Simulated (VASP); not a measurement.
The system is Zn.

```
Zn
1.0
     2.67000    0.00000    0.00000
    -1.33500    2.31229    0.00000
     0.00000    0.00000    4.96600
Zn
2
Direct
  0.33333 0.66667 0.25000
  0.66667 0.33333 0.75000
```

```yaml
Program: VASP 6.6.1
Task: relaxation of cell and atoms
Functional: LDA
Potentials_or_basis: VASP PAW LDA potentials, release 64 (Zn)
Cutoff: 600 eV
k_mesh: 9 × 9 × 4
Occupations: fermi-dirac, width 0.1 eV
Spin: no spin polarisation
```

At the start: pressure -8.4 GPa; volume 15.33 Å³/atom.

Where does the relaxation end?

Over 8 steps the energy falls by 56.7 meV/atom and the volume is 13.53 Å³/atom (-11.7 %); space group P6_3/mmc (No. 194, to 0.05 Å).

Step by step:
| step | energy change (eV) | largest force (eV/Å) | pressure (GPa) | volume (Å³) |
| --- | --- | --- | --- | --- |
| 1 | 0.0000 | 0.0000 | -8.44 | 30.66 |
| 2 | -0.0993 | 0.0000 | 0.05 | 27.22 |
| 3 | -0.0994 | 0.0000 | 0.51 | 27.25 |
| 4 | -0.0996 | 0.0000 | -0.26 | 27.43 |
| 5 | -0.0996 | 0.0000 | -0.02 | 27.37 |
| 6 | -0.1006 | 0.0000 | -0.17 | 27.34 |
| 7 | -0.1057 | 0.0000 | -0.16 | 27.25 |
| 8 | -0.1135 | 0.0000 | 0.08 | 27.06 |

Final structure:
```
CELL_PARAMETERS angstrom
2.59958 0.00000 0.00000
-1.29979 2.25130 0.00000
0.00000 0.00000 4.62366
ATOMIC_POSITIONS crystal
Zn 0.33333 0.66667 0.25000
Zn 0.66667 0.33333 0.75000
```

Caveat: the volume moved by -12 % from the deposited cell, more than functionals usually miss.
